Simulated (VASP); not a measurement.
# Ti (Im-3m) in VASP: further runs, part 2 of 2

VASP 6.6.1. The steps go on from the part before.

## (5) Single point, LDA (volume scaled by 0.6)

Input file INCAR:

```
PREC     = Accurate       # precision mode
ENCUT    = 520            # plane-wave cutoff, eV
EDIFF    = 1E-6           # SCF threshold, eV
ISMEAR   = -1             # smearing method
SIGMA    = 0.08           # smearing width, eV
LREAL    = False          # projectors in reciprocal space
LASPH    = True           # aspherical terms in the spheres
NELM     = 100            # most SCF steps
ALGO     = Normal         # electronic algorithm
ISIF     = 2              # what is computed and relaxed
LWAVE    = False          # write WAVECAR
LCHARG   = False          # write CHGCAR
GGA      = CA             # functional
NBANDS   = 12             # bands
```

Input file KPOINTS:

```
Automatic mesh
0
Gamma
  19 19 19
```

Input file POSCAR:

```
Ti
1.0
   -1.3356910336      1.3356910336      1.3356910336
    1.3356910336     -1.3356910336      1.3356910336
    1.3356910336      1.3356910336     -1.3356910336
Ti
1
Direct
    0.0000000000      0.0000000000      0.0000000000
```

Potentials or basis: VASP PAW LDA potentials, release 64 (Ti_sv).

Started as:

```
$ cat potpaw_LDA.64/Ti_sv/POTCAR > POTCAR
$ mpirun -np 1 vasp_std > vasp.out
```

OUTCAR:

```text
PREC = Accurate
   ENCUT = 520
   EDIFF = 1E-6
   ISMEAR = -1
   LREAL = False
   LASPH = True
   NELM = 100
   ISIF = 2
   GGA = CA

 ion  position               nearest neighbor table
   1  0.000  0.000  0.000-

  LATTYP: Found a body centered cubic cell.
 ALAT       =     2.6713820672

  Lattice vectors:

 A1 = (  -1.3356910336,   1.3356910336,   1.3356910336)
 A2 = (   1.3356910336,  -1.3356910336,   1.3356910336)
 A3 = (   1.3356910336,   1.3356910336,  -1.3356910336)

Analysis of symmetry for initial positions (statically):
=====================================================================
 Subroutine PRICEL returns:
 Original cell was already a primitive cell.

 Routine SETGRP: Setting up the symmetry group for a
 body centered cubic supercell.

 Subroutine GETGRP returns: Found 48 space group operations
 (whereof 48 operations were pure point group operations)
 out of a pool of 48 trial point group operations.

The static configuration has the point symmetry O_h .

Analysis of symmetry for dynamics (positions and initial velocities):
=====================================================================
 Subroutine PRICEL returns:
 Original cell was already a primitive cell.

 Routine SETGRP: Setting up the symmetry group for a
 body centered cubic supercell.

 Subroutine GETGRP returns: Found 48 space group operations
 (whereof 48 operations were pure point group operations)
 out of a pool of 48 trial point group operations.

The dynamic configuration has the point symmetry O_h .

 Subroutine INISYM returns: Found 48 space group operations
 (whereof 48 operations are pure point group operations),
 and found     1 'primitive' translations

----------------------------------------------------------------------------------------

                                     Primitive cell
[... 113 lines left out ...]
   LORBIT       =      0    0 simple, 1 ext, 2 COOP (PROOUT), +10 PAW based schemes
   GGA     = CA    functional components
   LHFCALC =     F    Hartree Fock is set to
   AEXX    =    0.0000 exact exchange contribution
   IVDW    =     0    specifies the selected vdW correction
   LEPSILON=     F    determine dielectric tensor
   LRPA    =     F    only Hartree local field effects (RPA)
 non-spin polarized calculation
  energy-cutoff  :      520.00
  volume of cell :        9.53
 maximum number of plane-waves:       263
 NGX is ok and might be reduce to    18
   NGX =  9   NGY =  9   NGZ =  9

 number of electron      11.9999996 magnetization

 Free energy of the ion-electron system (eV)
  ---------------------------------------------------
  ext. energy  EPLUGINS =         0.00000000
  ---------------------------------------------------
  free energy    TOTEN  =        -6.68114403 eV

  energy without entropy =       -6.66656693  energy(sigma->0) =       -6.67385548

 E-fermi :  15.8463     XC(G=0): -14.9659

 val. band max:       15.8107317152   @ k =  -0.2105   0.2105   0.0526
 cond. band min:      15.8544971999   @ k =  -0.3684  -0.4737   0.1053
 fundamental gap:      0.0437654847
 Fermi energy:        15.8463300470

 k-point     1 :       0.0000    0.0000    0.0000
  band No.  band energies     occupation
      1     -39.9613      2.00000
      2     -14.0971      2.00000
      3     -14.0971      2.00000
      4     -14.0971      2.00000
      5       9.9167      2.00000
      6      16.9325      0.00000
      7      16.9325      0.00000
      8      16.9325      0.00000
      9      20.4448      0.00000
     10      20.4448      0.00000
     11      37.7633      0.00000
     12      37.7633      0.00000
[... 331 lines left out ...]
 k-point    24 :       0.3158    0.1053    0.0000
  band No.  band energies     occupation
      1     -38.9154      2.00000
      2     -17.3190      2.00000
      3     -15.1488      2.00000
      4     -14.3141      2.00000
      5      12.3159      2.00000
      6      14.4951      2.00000
      7      17.8581      0.00000
      8      20.2878      0.00000
      9      21.5308      0.00000
     10      23.6414      0.00000
     11      35.2399      0.00000
     12      35.5810      0.00000

 [... further k-points ...]

------------------------ aborting loop because EDIFF is reached ----------------------------------------

  FORCE on cell =-STRESS in cart. coord.  units (eV):
  Direction    XX          YY          ZZ          XY          YZ          ZX
  --------------------------------------------------------------------------------------
  -------------------------------------------------------------------------------------
  Total        7.5992761      7.5992761      7.5992761     -0.0000000      0.0000000      0.0000000
  in kB     1277.3349169   1277.3349169   1277.3349169     -0.0000000      0.0000000      0.0000000
  external PRESSURE =    1277.3349169 kB  Pullay stress =       0.0000000 kB

 VOLUME and BASIS-vectors are now :
 -----------------------------------------------------------------------------
  energy-cutoff  :      520.00
  volume of cell :        9.53
      direct lattice vectors                 reciprocal lattice vectors
    -1.335691034  1.335691034  1.335691034     0.000000000  0.374338067  0.374338067
     1.335691034 -1.335691034  1.335691034     0.374338067  0.000000000  0.374338067
     1.335691034  1.335691034 -1.335691034     0.374338067  0.374338067  0.000000000

 POSITION                                       TOTAL-FORCE (eV/Angst)
 -----------------------------------------------------------------------------------
      0.00000      0.00000      0.00000        -0.000000      0.000000      0.000000
 -----------------------------------------------------------------------------------
    total drift:                                0.000000     -0.000000     -0.000000

  FREE ENERGIE OF THE ION-ELECTRON SYSTEM (eV)
  ---------------------------------------------------
  free  energy   TOTEN  =        -6.6811440345 eV

  energy  without entropy=       -6.6665669284  energy(sigma->0) =       -6.67385548
```

stdout:

```text
POSCAR found type information on POSCAR Ti
 POSCAR found :  1 types and       1 ions
 scaLAPACK will be used
 LDA part: xc-table for (Slater(with rela. corr.)+CA(PZ))
 , standard interpolation
 POSCAR, INCAR and KPOINTS ok, starting setup
 FFT: planning ... GRIDC
 FFT: planning ... GRID_SOFT
 FFT: planning ... GRID
 WAVECAR not read
 entering main loop
```

It took 18 s on 1 thread of Intel Xeon Platinum 8259CL at 2.50GHz (Skylake/Cascade Lake), shared host; peak memory 0.13 GiB.

What came out:

```
Free energy            : -6.6811 eV
Pressure               : 127.7 GPa
Band gap on the k mesh : zero (band 6 reaches 16.98 eV, above the bottom of band 7 at 14.52 eV)
```

## (6) Summary

| cell | gap on the mesh (eV) | pressure (GPa) |
| --- | --- | --- |
| a = 2.102 Å, angles 109.5°, 1 atom | none | 322.5 |
| a = 2.206 Å, angles 109.5°, 1 atom | none | 207.2 |
| a = 2.313 Å, angles 109.5°, 1 atom | none | 127.7 |

Alike in all rows: task single point; level LDA; potentials or basis VASP PAW LDA potentials, release 64 (Ti_sv); no spin polarisation; k mesh 19 × 19 × 19; cutoff (eV) 520; smearing fermi-dirac 0.08 eV.

Total energies depend on the potentials used, so only differences within one code and one set of settings carry meaning.
